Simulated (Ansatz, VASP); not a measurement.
## One calculation of Be3CdF, two programs

```xyz
5
Lattice="2.8814 0.0000 0.0000 0.0000 2.8814 0.0000 0.0000 0.0000 7.0608" Properties=species:S:1:pos:R:3 pbc="T T T"
Be    1.4407    1.4407    4.7283
Be    1.4407    1.4407    2.3325
Be    0.0000    0.0000    0.0000
Cd    0.0000    0.0000    3.5304
F     1.4407    1.4407    3.5304
```

Alike in both runs: task single point; functional PBE; k mesh 6 × 6 × 4; occupations gaussian, width 0.1 eV; collinear spin.

|  | VASP | Ansatz |
| --- | --- | --- |
| version | VASP 6.6.1 | Ansatz 0.2.0 |
| potentials or method | VASP PAW PBE potentials, release 64 (Be, Cd, F), cutoff 520 eV | scalar-relativistic, plane waves, PAW |
| valence electrons in the cell | 25 | 33 |

Ansatz gave:

* gap on the k mesh at the Fermi level (eV): none
* rms of the force components (eV/Å): 7.010
* net moment per atom (μB): 0.00

Q: Which values does VASP return?

A: gap on the k mesh at the Fermi level (eV): none; rms of the force components (eV/Å): 6.840; net moment per atom (μB): 0.00.

Atom by atom the forces differ by 0.170 eV/Å (rms over components). A gap of «none» marks a metal or a gap that the smearing closes. VASP's potentials hold 25 valence electrons a cell and Ansatz's 33, so a difference there can come from the potentials and not from the codes. Ansatz's warnings: seeded moment not kept.

The k mesh is coarse, so the values compare programs but aren't converged.
